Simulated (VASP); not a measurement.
# K3Cu2O8: single point with r2SCAN

Crystal: K3Cu2O8.

```
CELL_PARAMETERS angstrom
2.76644 4.79161 0.00000
-2.76644 4.79161 0.00000
0.00000 -3.19441 7.43705
ATOMIC_POSITIONS crystal
K 0.00000 0.00000 0.00000
K 0.20651 0.20651 0.61953
K 0.79349 0.79349 0.38047
Cu 0.40795 0.40795 0.22386
Cu 0.59205 0.59205 0.77614
O 0.33262 0.33262 0.99787
O 0.66738 0.66738 0.00213
O 0.73357 0.23156 0.69871
O 0.73357 0.73357 0.69871
O 0.23156 0.73357 0.69871
O 0.26643 0.76844 0.30129
O 0.76844 0.26643 0.30129
O 0.26643 0.26643 0.30129
```

```yaml
Program: VASP 6.6.1
Task: single point
Functional: r2SCAN
Potentials_or_basis: VASP PAW PBE potentials, release 64 (K_sv, Cu, O)
Cutoff: 520 eV
k_mesh: 5 × 5 × 5
Occupations: methfessel-paxton, width 0.2182 eV
Spin: no spin polarisation
Dipole_correction: no
Further_INCAR_settings: ALGO = Normal; EDIFF = 1e-07; NBANDS = 60
```

The pressure is 1.2 GPa, the largest force is 0.431 eV/Å and the band gap on the k mesh is zero (an odd number of electrons rules out a gap without spin polarisation).

Forces on the atoms (eV/Å):
```
K    0.000  0.000  0.000
K    0.000  0.000  0.004
K    0.000  0.000 -0.004
Cu   0.000  0.000  0.032
Cu   0.000  0.000 -0.032
O    0.000  0.000 -0.374
O    0.000  0.000  0.374
O    0.358 -0.206 -0.125
O    0.000  0.413 -0.125
O   -0.358 -0.206 -0.125
O   -0.358  0.206  0.125
O    0.358  0.206  0.125
O    0.000 -0.413  0.125
```

Levels at points of the mesh, in eV from the Fermi level:
```tsv
k point	band 45	band 46	band 47	band 48	band 49	band 50	band 51	band 52
(0.00, 0.00, 0.00)	-0.60	-0.60	-0.48	-0.39	0.07	0.44	0.78	0.78
```

Run time: 11 min on 1 thread of Intel(R) Xeon(R) 6975P-C (Granite Rapids) (shared host), peak memory 0.46 GiB.

Caveat: the PAW data sets were made with another functional, which shifts forces and pressure a little; an odd number of electrons without spin polarisation forces a metal; a magnetic or distorted state may lie lower; semilocal functionals often make such compounds metallic where correlation or magnetic order opens a gap, which also shifts bond lengths. With open d or f shells a metallic result of r2SCAN can be an artefact of self-interaction; +U or a hybrid may open a gap.
